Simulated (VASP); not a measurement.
# In (R3) in VASP: relaxation of cell and atoms with PBE

Aim: the relaxation of cell and atoms of In with PBE.

Everything below comes from runs of VASP 6.6.1. Logs are shortened: lines on timing, memory, paths and dates and some standing lists are left out, and cuts for length are marked.

## 1. The cell of the first run

It takes space group R3 (No. 146, trigonal). Conventional cell: a = 6.101 Å, b = 6.101 Å, c = 13.682 Å, α = 90.00°, β = 90.00°, γ = 120.00°. Within 2.6 Å of In (site symmetry 1) lie 2 In at 1.99 to 2.24 Å. Within 2.6 Å of In (site symmetry 3) lie 3 In at 1.99 Å. In (site symmetry 3) has 3 In at 2.24 Å within 3.0 Å.

## 2. Relaxation of cell and atoms, PBE

Input file INCAR:

```
  PREC = Accurate
  ENCUT = 600
  EDIFF = 1E-6
  ISMEAR = 0
  SIGMA = 0.1
  LREAL = F
  LASPH = T
  NELM = 100
  ALGO = Normal
  ISIF = 3
  LWAVE = F
  LCHARG = F
  GGA = PE
  IBRION = 2
  NSW = 90
  EDIFFG = -0.04
```

Input file KPOINTS:

```
Automatic mesh
0
Gamma
  6 6 6
```

Input file POSCAR:

```
In
1.0
    3.0503417368      1.7611156228      4.5607617486
   -3.0503417368      1.7611156228      4.5607617486
    0.0000000000     -3.5222312457      4.5607617486
In
5
Direct
    0.0833333333      0.3755100000      0.7911566667
    0.7911566667      0.0833333333      0.3755100000
    0.3755100000      0.7911566667      0.0833333333
    0.0194333333      0.0194333333      0.0194333333
    0.4583333333      0.4583333333      0.4583333333
```

Potentials or basis: VASP PAW PBE potentials, release 64 (In_d).

Run with:

```bash
$ cat potpaw_PBE.64/In_d/POTCAR > POTCAR
$ mpirun -np 1 vasp_std > vasp.out
```

OUTCAR:

```text
PREC = Accurate
   ENCUT = 600
   EDIFF = 1E-6
   ISMEAR = 0
   LREAL = F
   LASPH = T
   NELM = 100
   ISIF = 3
   GGA = PE
   IBRION = 2
   NSW = 90
   EDIFFG = -0.04

 ion  position               nearest neighbor table
   1  0.083  0.376  0.791-   4 1.99   5 2.24   2 3.09   3 3.09   2 3.76   3 3.76   3 3.76   2 3.76
                             5 3.99
   2  0.791  0.083  0.376-   4 1.99   5 2.24   1 3.09   3 3.09   3 3.76   1 3.76   1 3.76   3 3.76
                             5 3.99
   3  0.376  0.791  0.083-   4 1.99   5 2.24   1 3.09   2 3.09   2 3.76   1 3.76   1 3.76   2 3.76
                             5 3.99
   4  0.019  0.019  0.019-   1 1.99   2 1.99   3 1.99   5 3.81   5 3.81   5 3.81
   5  0.458  0.458  0.458-   1 2.24   3 2.24   2 2.24   4 3.81   4 3.81   4 3.81   3 3.99   1 3.99
                             2 3.99

 -----------------------------------------------------------------------------
|                                                                             |
|           W    W    AA    RRRRR   N    N  II  N    N   GGGG   !!!           |
|           W    W   A  A   R    R  NN   N  II  NN   N  G    G  !!!           |
|           W    W  A    A  R    R  N N  N  II  N N  N  G       !!!           |
|           W WW W  AAAAAA  RRRRR   N  N N  II  N  N N  G  GGG   !            |
|           WW  WW  A    A  R   R   N   NN  II  N   NN  G    G                |
|           W    W  A    A  R    R  N    N  II  N    N   GGGG   !!!           |
|                                                                             |
|     The distance between some ions is very small. Please check the          |
|     nearest-neighbor list in the OUTCAR file.                               |
|     I HOPE YOU KNOW WHAT YOU ARE DOING!                                     |
|                                                                             |
 -----------------------------------------------------------------------------

  LATTYP: Found a trigonal (rhomboedric) cell.
 ALAT       =     5.7625220759
 COS(alpha) =     0.4395952787

  Lattice vectors:

 A1 = (   3.0503417368,   1.7611156228,   4.5607617486)
 A2 = (  -3.0503417368,   1.7611156228,   4.5607617486)
 A3 = (   0.0000000000,  -3.5222312457,   4.5607617486)

Analysis of symmetry for initial positions (statically):
=====================================================================
 Subroutine PRICEL returns:
 Original cell was already a primitive cell.

 Routine SETGRP: Setting up the symmetry group for a
 trigonal (rhombohedral) supercell.

 Subroutine GETGRP returns: Found  3 space group operations
 (whereof  3 operations were pure point group operations)
 out of a pool of 12 trial point group operations.

The static configuration has the point symmetry C_3 .

Analysis of symmetry for dynamics (positions and initial velocities):
=====================================================================
 Subroutine PRICEL returns:
 Original cell was already a primitive cell.

 Routine SETGRP: Setting up the symmetry group for a
 trigonal (rhombohedral) supercell.

 Subroutine GETGRP returns: Found  3 space group operations
 (whereof  3 operations were pure point group operations)
 out of a pool of 12 trial point group operations.

The dynamic configuration has the point symmetry C_3 .

 Subroutine INISYM returns: Found  3 space group operations
 (whereof  3 operations are pure point group operations),
 and found     1 'primitive' translations

----------------------------------------------------------------------------------------

                                     Primitive cell

  volume of cell :     147.0026

  direct lattice vectors                    reciprocal lattice vectors
     3.050341737  1.761115623  4.560761749     0.163916060  0.094636982  0.073087206
    -3.050341737  1.761115623  4.560761749    -0.163916060  0.094636982  0.073087206
     0.000000000 -3.522231246  4.560761749     0.000000000 -0.189273963  0.073087206

  length of vectors
     5.762522076  5.762522076  5.762522076     0.202894980  0.202894980  0.202894980

  position of ions in fractional coordinates (direct lattice)
     0.083333333  0.375510000  0.791156667
     0.791156667  0.083333333  0.375510000
     0.375510000  0.791156667  0.083333333
     0.019433333  0.019433333  0.019433333
     0.458333333  0.458333333  0.458333333

  ion indices of the primitive-cell ions
   primitive index   ion index
                 1           1
                 2           2
                 3           3
                 4           4
                 5           5

----------------------------------------------------------------------------------------

 KPOINTS: Automatic mesh

Automatic generation of k-mesh.
 Grid dimensions read from file:
 generate k-points for:    6    6    6

 Generating k-lattice:

  Cartesian coordinates                     Fractional coordinates (reciprocal lattice)
     0.027319343  0.015772830  0.012181201     0.166666667  0.000000000 -0.000000000
    -0.027319343  0.015772830  0.012181201     0.000000000  0.166666667 -0.000000000
     0.000000000 -0.031545661  0.012181201     0.000000000  0.000000000  0.166666667

  Length of vectors
     0.033815830  0.033815830  0.033815830

  Shift w.r.t. Gamma in fractional coordinates (k-lattice)
     0.000000000  0.000000000  0.000000000

 Subroutine IBZKPT returns following result:
 ===========================================

 Found     40 irreducible k-points:

 Following reciprocal coordinates:
            Coordinates               Weight
  0.000000  0.000000  0.000000      1.000000
  0.166667 -0.000000  0.000000      6.000000
  0.333333 -0.000000  0.000000      6.000000
  0.500000  0.000000 -0.000000      3.000000
  0.166667  0.166667  0.000000      6.000000
  0.333333  0.166667  0.000000      6.000000
[... 16 lines left out ...]
  0.333333  0.333333  0.166667      6.000000
  0.500000  0.333333  0.166667      6.000000
 [... further k-points ...]
   k-points           NKPTS =     40   k-points in BZ     NKDIM =     40   number of bands    NBANDS=     39
   number of dos      NEDOS =    301   number of ions     NIONS =      5
   total plane-waves  NPLWV = 110592
   dimension x,y,z NGX =    48 NGY =   48 NGZ =   48
   dimension x,y,z NGXF=    96 NGYF=   96 NGZF=   96
   ions per type =               5
   NGX,Y,Z   is equivalent  to a cutoff of  13.85, 13.85, 13.85 a.u.
   NGXF,Y,Z  is equivalent  to a cutoff of  27.70, 27.70, 27.70 a.u.
 SYSTEM =  unknown system
   PREC   = accura    normal or accurate (medium, high low for compatibility)
   ISTART =      0    job   : 0-new  1-cont  2-samecut
   ICHARG =      2    charge: 1-file 2-atom 10-const
   ISPIN  =      1    spin polarized calculation?
   LNONCOLLINEAR =      F non collinear calculations
   LSORBIT =      F    spin-orbit coupling
   LASPH  =      T    aspherical Exc in radial PAW
   ENCUT  =  600.0 eV  44.10 Ry    6.64 a.u.  11.51 11.51 11.51*2*pi/ulx,y,z
   NELM   =    100;   NELMIN=  2; NELMDL= -5     # of ELM steps
   EDIFF  = 0.1E-05   stopping-criterion for ELM
   LREAL  =      F    real-space projection
   EDIFFG = -.4E-01   stopping-criterion for IOM
   NSW    =     90    number of steps for IOM
   IBRION =      2    ionic relax: 0-MD 1-quasi-New 2-CG
   NFREE  =      1    steps in history (QN), initial steepest desc. (CG)
   ISIF   =      3    stress and relaxation
   ISYM   =      2    0-nonsym 1-usesym 2-fastsym
   POTIM  = 0.5000    time-step for ionic-motion
   TEBEG  =    0.0;   TEEND  =   0.0 temperature during run
   PSTRESS=    0.0 pullay stress
   NELECT =      65.0000    total number of electrons
   NUPDOWN=      -1.0000    fix difference up-down
   EMIN   =  10.00;   EMAX   =-10.00  energy-range for DOS
   EFERMI =   0.00;   METHOD = LEGACY
   ISMEAR =     0;   SIGMA  =   0.10  broadening in eV -4-tet -1-fermi 0-gaus
   EFERMI_NEDOS =   21; number of points for ismear=-14 and -15
   IALGO  =     38    algorithm
   IMIX   =      4    mixing-type and parameters
     AMIX     =   0.40;   BMIX     =  1.00
     AMIX_MAG =   1.60;   BMIX_MAG =  1.00
  volume/ion in A,a.u.               =      29.40       198.40
  Fermi-wavevector in a.u.,A,eV,Ry     =   1.247204  2.356874 21.164117  1.555519
  Thomas-Fermi vector in A             =   2.381347
   LORBIT       =      0    0 simple, 1 ext, 2 COOP (PROOUT), +10 PAW based schemes
   GGA     = PE    functional components
   LHFCALC =     F    Hartree Fock is set to
   AEXX    =    0.0000 exact exchange contribution
   IVDW    =     0    specifies the selected vdW correction
   LEPSILON=     F    determine dielectric tensor
   LRPA    =     F    only Hartree local field effects (RPA)
 conjugate gradient relaxation of ions
 non-spin polarized calculation
 Gauss-broadening in eV      SIGMA  =   0.10
  energy-cutoff  :      600.00
  volume of cell :      147.00
 maximum number of plane-waves:      4933
 NGX is ok and might be reduce to    48
   NGX = 23   NGY = 23   NGZ = 23

--------------------------------------- Ionic step        1  -------------------------------------------

 number of electron      64.9999989 magnetization

 Free energy of the ion-electron system (eV)
  ---------------------------------------------------
  ext. energy  EPLUGINS =         0.00000000
  ---------------------------------------------------
  free energy    TOTEN  =        10.38715878 eV

  energy without entropy =       10.39818459  energy(sigma->0) =       10.39267168

------------------------ aborting loop because EDIFF is reached ----------------------------------------

  FORCE on cell =-STRESS in cart. coord.  units (eV):
  Direction    XX          YY          ZZ          XY          YZ          ZX
  --------------------------------------------------------------------------------------
  -------------------------------------------------------------------------------------
  Total       76.9524350     76.9524350     25.6567255      0.0000023     -0.0000000      0.0000000
  in kB      838.7025171    838.7025171    279.6319601      0.0000250     -0.0000000      0.0000000
  external PRESSURE =     652.3456648 kB  Pullay stress =       0.0000000 kB
[... 2133 lines left out ...]
     38       8.6339      0.00000
     39       9.1984      0.00000

 [... further k-points ...]

[... ionic steps 4 to 44 ...]

--------------------------------------- Ionic step       45  -------------------------------------------

 number of electron      65.0000002 magnetization

------------------------ aborting loop because EDIFF is reached ----------------------------------------
[... 73 lines left out ...]
--------------------------------------- Ionic step       47  -------------------------------------------

 number of electron      65.0000000 magnetization

 Free energy of the ion-electron system (eV)
  ---------------------------------------------------
  ext. energy  EPLUGINS =         0.00000000
  ---------------------------------------------------
  free energy    TOTEN  =       -12.30849883 eV

  energy without entropy =      -12.29048364  energy(sigma->0) =      -12.29949123

 E-fermi :   5.7662     XC(G=0):  -9.4174

 val. band max:        5.7498199797   @ k =  -0.3333   0.3333   0.1667
 cond. band min:       5.7695245632   @ k =   0.1667  -0.0000   0.0000
 fundamental gap:      0.0197045835
 Fermi energy:         5.7662052502
[... 1040 lines left out ...]
  FREE ENERGIE OF THE ION-ELECTRON SYSTEM (eV)
  ---------------------------------------------------
  free  energy   TOTEN  =       -12.3084988274 eV

  energy  without entropy=      -12.2904836403  energy(sigma->0) =      -12.29949123

 reached required accuracy - stopping structural energy minimisation
```

Run time: 1.6 h. Hardware: 1 thread of Intel Xeon 6975P-C (Granite Rapids), shared host; peak memory 0.47 GiB.

What came out:

```
Free energy                            : -12.3085 eV
Relaxed volume                         : 30.41 Å³/atom
Relaxed cell                           : a = 5.343 Å, b = 5.343 Å, c = 5.343 Å, α = 92.71°, β = 92.71°, γ = 92.71°
Space group after relaxing (to 0.05 Å) : R3 (No. 146)
Energy gained by relaxing              : 4539.1 meV/atom
Ionic steps                            : 47
Pressure after relaxing                : 0.1 GPa
Largest force after relaxing           : 0.039 eV/Å
```

Forces in eV/Å, atoms in the order of the input:
```
In  -0.019  0.033  0.000
In  -0.019 -0.034  0.000
In   0.039  0.000  0.000
In   0.000  0.000 -0.031
In   0.000  0.000  0.030
```

Stress tensor (GPa, compression positive):
```
 0.09  0.00  0.00
 0.00  0.09  0.00
 0.00  0.00 -0.01
```

The path:
```tsv
step	energy change (eV)	largest force (eV/Å)	pressure (GPa)	volume (Å³)
1	0.0000	26.9804	65.23	147.00
3	-17.0742	0.5726	-2.32	504.11
5	-18.8205	0.2249	-2.39	359.64
7	-20.0887	1.2331	-1.27	255.25
9	-20.1055	1.4719	-0.72	244.26
11	-21.3813	0.5457	-2.50	217.80
13	-21.9268	0.2506	-2.35	195.91
15	-22.0738	0.8352	1.76	160.65
17	-22.1887	0.3398	0.14	168.57
19	-22.2551	0.3318	-0.11	169.08
21	-22.3764	0.1650	-0.24	167.36
23	-22.3894	0.2035	0.14	164.41
25	-22.3919	0.3126	0.26	160.78
27	-22.4212	0.1464	-0.29	164.35
29	-22.4391	0.1999	-0.91	166.61
31	-22.5054	0.2753	-0.82	163.27
33	-21.7937	2.7589	4.58	147.32
35	-22.5241	0.2734	0.78	152.88
37	-22.5783	0.3116	-0.09	156.27
39	-22.6017	0.2177	0.25	153.86
41	-22.6750	0.1812	-0.41	155.04
43	-22.6807	0.1507	-0.63	155.68
45	-22.6930	0.0875	0.16	151.43
47	-22.6957	0.0388	0.06	152.03
```

Final structure:
```cif
data_structure
_symmetry_space_group_name_H-M 'P 1'
_symmetry_Int_Tables_number 1
_cell_length_a 5.3433
_cell_length_b 5.3433
_cell_length_c 5.3433
_cell_angle_alpha 92.713
_cell_angle_beta 92.713
_cell_angle_gamma 92.713
_cell_volume 152.03
loop_
_atom_site_label
_atom_site_type_symbol
_atom_site_fract_x
_atom_site_fract_y
_atom_site_fract_z
_atom_site_occupancy
In1 In 0.97667 0.50736 0.74947 1
In2 In 0.74947 0.97667 0.50736 1
In3 In 0.50736 0.74947 0.97667 1
In4 In 0.07212 0.07212 0.07212 1
In5 In 0.42215 0.42215 0.42215 1
```

Levels at points of the mesh, in eV from the Fermi level:
| k point | band 30 | band 31 | band 32 | band 33 | band 34 | band 35 |
| --- | --- | --- | --- | --- | --- | --- |
| (0.00, 0.00, 0.00) | -3.70 | -1.08 | -1.08 | 1.05 | 1.71 | 1.71 |
| (0.50, 0.00, 0.00) | -2.40 | -1.37 | -1.32 | -0.74 | 0.46 | 0.79 |
| (0.50, 0.50, 0.00) | -1.11 | -0.99 | -0.32 | 0.40 | 0.86 | 0.88 |
| (0.50, 0.50, 0.50) | -4.56 | -2.98 | -2.25 | -2.25 | 5.22 | 5.29 |

Caveat: spin-orbit coupling is left out, which moves the levels of the heavy elements.
